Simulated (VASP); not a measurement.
# WS in VASP: single point with PBEsol

Aim: the single point of WS with PBEsol.

Everything below comes from runs of VASP 6.6.1. Logs are shortened: lines on timing, memory, paths and dates and some standing lists are left out, and cuts for length are marked.

## Step 1: The cell of the first run

The cell holds a slab with vacuum, 4 atoms: a = 3.146 Å, b = 3.146 Å, c = 33.953 Å, α = 90.00°, β = 90.00°, γ = 120.00°.

## Step 2: Single point, PBEsol

Input file INCAR:

```
SYSTEM = WS
ALGO = Normal
DIPOL = 0.5 0.5 0.500
EDIFF = 1E-6
ENCUT = 400
GGA = PS
GGA_COMPAT = .FALSE.
IDIPOL = 3
ISIF = 2
ISMEAR = 0
LASPH = .TRUE.
LCHARG = .TRUE.
LDIPOL = .TRUE.
LELF = .TRUE.
LREAL = .FALSE.
LVACPOTAV = .TRUE.
LVHAR = .TRUE.
LWAVE = .FALSE.
NBANDS = 28
NELM = 120
NELMDL = -8
PREC = Accurate
SIGMA = 0.05
```

Input file KPOINTS:

```
k-points
0
G
  11 11 1
  0 0 0
```

Input file POSCAR:

```
WS
1.0
    3.1457762248      0.0000000000      0.0000000000
   -1.5728881124      2.7243221253      0.0000000000
    0.0000000000      0.0000000000     33.9534210846
W S
2 2
Direct
    0.3333333333      0.6666666667      0.2503429619
    0.3333333333      0.6666666667      0.7495337824
    0.6666666667      0.3333333333      0.2964914916
    0.6666666667      0.3333333333      0.7046202913
```

Potentials or basis: VASP PAW PBE potentials, release 64 (W_sv, S).

Started as:

```console
$ cat potpaw_PBE.64/W_sv/POTCAR potpaw_PBE.64/S/POTCAR > POTCAR
$ mpirun -np 1 vasp_std > vasp.out
```

OUTCAR:

```text
SYSTEM = WS
   EDIFF = 1E-6
   ENCUT = 400
   GGA = PS
   ISIF = 2
   ISMEAR = 0
   LASPH = .TRUE.
   LREAL = .FALSE.
   NELM = 120
   NELMDL = -8
   PREC = Accurate

 ion  position               nearest neighbor table
   1  0.333  0.667  0.250-   3 2.40   3 2.40   3 2.40
   2  0.333  0.667  0.750-   4 2.37   4 2.37   4 2.37
   3  0.667  0.333  0.296-   1 2.40   1 2.40   1 2.40
   4  0.667  0.333  0.705-   2 2.37   2 2.37   2 2.37

  LATTYP: Found a hexagonal cell.
 ALAT       =     3.1457762248
 C/A-ratio  =    10.7933364163

  Lattice vectors:

 A1 = (   3.1457762248,   0.0000000000,   0.0000000000)
 A2 = (  -1.5728881124,   2.7243221253,   0.0000000000)
 A3 = (   0.0000000000,   0.0000000000,  33.9534210846)

Analysis of symmetry for initial positions (statically):
=====================================================================
 Subroutine PRICEL returns:
 Original cell was already a primitive cell.

 Routine SETGRP: Setting up the symmetry group for a
 hexagonal supercell.

 Subroutine GETGRP returns: Found  6 space group operations
 (whereof  6 operations were pure point group operations)
 out of a pool of 24 trial point group operations.

The static configuration has the point symmetry C_3v.

Analysis of symmetry for dynamics (positions and initial velocities):
=====================================================================
 Subroutine PRICEL returns:
 Original cell was already a primitive cell.

 Routine SETGRP: Setting up the symmetry group for a
 hexagonal supercell.

 Subroutine GETGRP returns: Found  6 space group operations
 (whereof  6 operations were pure point group operations)
 out of a pool of 24 trial point group operations.

The dynamic configuration has the point symmetry C_3v.

 Subroutine INISYM returns: Found  6 space group operations
 (whereof  6 operations are pure point group operations),
 and found     1 'primitive' translations

----------------------------------------------------------------------------------------

                                     Primitive cell

  volume of cell :     290.9845

  direct lattice vectors                    reciprocal lattice vectors
     3.145776225  0.000000000  0.000000000     0.317886566  0.183531894  0.000000000
[... 83 lines left out ...]
   EDIFFG = 0.1E-04   stopping-criterion for IOM
   NSW    =      0    number of steps for IOM
   IBRION =     -1    ionic relax: 0-MD 1-quasi-New 2-CG
   NFREE  =      0    steps in history (QN), initial steepest desc. (CG)
   ISIF   =      2    stress and relaxation
   ISYM   =      2    0-nonsym 1-usesym 2-fastsym
   POTIM  = 0.5000    time-step for ionic-motion
   TEBEG  =    0.0;   TEEND  =   0.0 temperature during run
   PSTRESS=    0.0 pullay stress
   NELECT =      40.0000    total number of electrons
   NUPDOWN=      -1.0000    fix difference up-down
   EMIN   =  10.00;   EMAX   =-10.00  energy-range for DOS
   EFERMI =   0.00;   METHOD = LEGACY
   ISMEAR =     0;   SIGMA  =   0.05  broadening in eV -4-tet -1-fermi 0-gaus
   EFERMI_NEDOS =   21; number of points for ismear=-14 and -15
   IALGO  =     38    algorithm
   IMIX   =      4    mixing-type and parameters
     AMIX     =   0.40;   BMIX     =  1.00
     AMIX_MAG =   1.60;   BMIX_MAG =  1.00
  volume/ion in A,a.u.               =      72.75       490.92
  Fermi-wavevector in a.u.,A,eV,Ry     =   0.844899  1.596628  9.712582  0.713855
  Thomas-Fermi vector in A             =   1.960001
   LORBIT       =      0    0 simple, 1 ext, 2 COOP (PROOUT), +10 PAW based schemes
   GGA     = PS    functional components
   LHFCALC =     F    Hartree Fock is set to
   AEXX    =    0.0000 exact exchange contribution
   IVDW    =     0    specifies the selected vdW correction
   LEPSILON=     F    determine dielectric tensor
   LRPA    =     F    only Hartree local field effects (RPA)
 non-spin polarized calculation
 Gauss-broadening in eV      SIGMA  =   0.05
  energy-cutoff  :      400.00
  volume of cell :      290.98
 maximum number of plane-waves:      5326
 NGX is ok and might be reduce to    24
   NGX = 11   NGY = 11   NGZ =111

 dipolmoment           0.000000      0.000000      0.000923 electrons x Angstroem

 number of electron      39.9999994 magnetization

 dipolmoment           0.000000      0.000000     -0.003567 electrons x Angstroem

 Free energy of the ion-electron system (eV)
  ---------------------------------------------------
  ext. energy  EPLUGINS =         0.00000000
  ---------------------------------------------------
  free energy    TOTEN  =       -34.35979840 eV

  energy without entropy =      -34.35979369  energy(sigma->0) =      -34.35979604

 E-fermi :  -1.8106     XC(G=0):  -3.7333

 val. band max:       -1.9371841707   @ k =   0.4545   0.0000   0.0000
 cond. band min:      -1.6842024755   @ k =   0.0909   0.0909   0.0000
 fundamental gap:      0.2529816952
 Fermi energy:        -1.8105839557

 k-point     1 :       0.0000    0.0000    0.0000
  band No.  band energies     occupation
      1     -76.1090      2.00000
      2     -76.1032      2.00000
      3     -40.3851      2.00000
      4     -40.3790      2.00000
      5     -40.0685      2.00000
      6     -40.0685      2.00000
[... 485 lines left out ...]
     27       2.8546      0.00000
     28       2.8916      0.00000

------------------------ aborting loop because EDIFF is reached ----------------------------------------

  FORCE on cell =-STRESS in cart. coord.  units (eV):
  Direction    XX          YY          ZZ          XY          YZ          ZX
  --------------------------------------------------------------------------------------
  -------------------------------------------------------------------------------------
  Total      -11.0700211    -11.0700211     -1.1630790      0.0000000      0.0000000      0.0000000
  in kB      -60.9521752    -60.9521752     -6.4039800      0.0000000      0.0000000      0.0000000
  external PRESSURE =     -42.7694435 kB  Pullay stress =       0.0000000 kB

 VOLUME and BASIS-vectors are now :
 -----------------------------------------------------------------------------
  energy-cutoff  :      400.00
  volume of cell :      290.98
      direct lattice vectors                 reciprocal lattice vectors
     3.145776225  0.000000000  0.000000000     0.317886566  0.183531894  0.000000000
    -1.572888112  2.724322125  0.000000000     0.000000000  0.367063788  0.000000000
     0.000000000  0.000000000 33.953421085     0.000000000  0.000000000  0.029452113

 POSITION                                       TOTAL-FORCE (eV/Angst)
 -----------------------------------------------------------------------------------
     -0.00000      1.81621      8.50000        -0.000000     -0.000000      0.744022
     -0.00000      1.81621     25.44924        -0.000000      0.000000      0.026965
      1.57289      0.90811     10.06690         0.000000     -0.000000     -0.743800
      1.57289      0.90811     23.92427         0.000000     -0.000000     -0.027188
 -----------------------------------------------------------------------------------
    total drift:                                0.000000     -0.000000      0.000261

  FREE ENERGIE OF THE ION-ELECTRON SYSTEM (eV)
  ---------------------------------------------------
  free  energy   TOTEN  =       -34.3597984015 eV

  energy  without entropy=      -34.3597936851  energy(sigma->0) =      -34.35979604

 vacuum level on the upper side and lower side of the slab         2.883         2.959
```

OSZICAR:

```text
N       E                     dE             d eps       ncg     rms          rms(c)
DAV:   1     0.295704124953E+03    0.29570E+03   -0.19632E+04  1152   0.948E+02
DAV:   2    -0.110548255323E+02   -0.30676E+03   -0.30021E+03  1116   0.267E+02
DAV:   3    -0.361587462613E+02   -0.25104E+02   -0.24819E+02  1172   0.725E+01
[... 20 lines left out ...]
DAV:  24    -0.343597811105E+02   -0.18929E-04   -0.55500E-07   668   0.185E-03    0.133E-03
DAV:  25    -0.343597935124E+02   -0.12402E-04   -0.59978E-07   696   0.154E-03    0.116E-03
DAV:  26    -0.343597963158E+02   -0.28034E-05   -0.13677E-07   640   0.106E-03    0.315E-04
DAV:  27    -0.343597982509E+02   -0.19351E-05   -0.17500E-07   664   0.607E-04    0.167E-04
DAV:  28    -0.343597984015E+02   -0.15060E-06   -0.60047E-09   552   0.225E-04
   1 F= -.34359798E+02 E0= -.34359796E+02  d E =-.471636E-05
```

stdout:

```text
POSCAR found type information on POSCAR W S
 POSCAR found :  2 types and       4 ions
 scaLAPACK will be used
 -----------------------------------------------------------------------------
|                                                                             |
[... 23 lines left out ...]
|     field-free region was found. Please increase the size of  your cell     |
|     in the dimension of the dipole correction to obtain accurate            |
|     workfunction values.                                                    |
|                                                                             |
 -----------------------------------------------------------------------------
```

Run time: 6 min. Hardware: 1 thread of AMD EPYC, shared host; peak memory 0.34 GiB.

What came out:

```
Free energy            : -34.3598 eV
Largest force          : 0.744 eV/Å
Band gap on the k mesh : 0.25 eV (least direct gap 0.73 eV)
```

Forces in eV/Å, atoms in the order of the input:
```
W    0.000  0.000  0.744
W    0.000  0.000  0.027
S    0.000  0.000 -0.744
S    0.000  0.000 -0.027
```

Levels at points of the mesh, in eV from the valence-band top:
```
           k point  band 18  band 19  band 20  band 21  band 22  band 23
(0.00, 0.00, 0.00)    -0.69    -0.54    -0.43     0.44     0.44     0.53
```

Caveat: the PAW data sets were made with another functional, which shifts forces and pressure a little; spin-orbit coupling is left out, which moves the levels of the heavy elements.
